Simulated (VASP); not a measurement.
## Si8O: single point with PBE

System: Si8O, a slab with vacuum.

```
Si O
1.0
     3.85108    0.00000    0.00000
     0.00000    6.36468    0.00000
     0.00000    0.00000   19.75254
Si O
8 1
Direct
  0.00000 0.93707 0.20251
  0.00000 0.56293 0.20251
  0.50000 0.43707 0.25879
  0.50000 0.06293 0.25879
  0.50000 0.93330 0.37206
  0.50000 0.56670 0.37206
  0.00000 0.42599 0.41780
  0.00000 0.07401 0.41780
  0.00000 0.75932 0.44194
```

```yaml
Program: VASP 6.6.1
Task: single point
Functional: PBE
Potentials_or_basis: VASP PAW PBE potentials, release 64 (Si, O)
Cutoff: 520 eV
k_mesh: 7 × 4 × 1
Occupations: gaussian, width 0.05 eV
Spin: collinear spin, ferromagnetic start
Starting_moments: "[0.0, 0.0, 0.0, 0.0, 0.0, 0.0, 0.0, 0.0, 2.0] μB"
Dipole_correction: yes
Further_INCAR_settings: ALGO = Normal; EDIFF = 1e-06; NBANDS = 33
```

```json
{
 "Largest force": "3.117 eV/Å",
 "Band gap on the k mesh": "zero (filled and empty bands overlap)",
 "Net moment": "0.00 μB per cell",
 "Valence electrons inside the program's atomic spheres": "Si 1.62, 1.63, 1.66, 1.67 (each value once); O 4.85"
}
```

Forces in eV/Å, atoms in the order of the input:
```
Si   0.000 -0.822  0.718
Si   0.000  0.804  0.675
Si   0.000 -0.052 -0.930
Si   0.000  0.044 -0.918
Si   0.000  0.218 -0.335
Si   0.000 -0.225 -0.268
Si   0.000  2.584  0.486
Si   0.000 -3.069  0.545
O    0.000  0.517  0.027
```

Levels at points of the mesh, in eV from the Fermi level:
Spin up:
```csv
k point,band 15,band 16,band 17,band 18,band 19,band 20,band 21,band 22,band 23,band 24
"(0.00, 0.00, 0.00)",-1.12,-0.81,-0.71,-0.63,-0.10,0.48,0.61,1.57,2.07,2.15
"(0.00, 0.50, 0.00)",-1.59,-1.28,-1.06,-0.68,-0.20,0.20,0.88,1.62,2.05,2.21
```
Spin down:
```tsv
k point	band 16	band 17	band 18	band 19	band 20	band 21	band 22	band 23
(0.00, 0.00, 0.00)	-0.81	-0.71	-0.63	-0.10	0.48	0.61	1.57	2.07
(0.00, 0.50, 0.00)	-1.28	-1.06	-0.68	-0.20	0.20	0.88	1.62	2.05
```

Run time: 40 min on 1 thread of Intel Xeon 8259CL, on a shared host, peak memory 0.84 GiB.
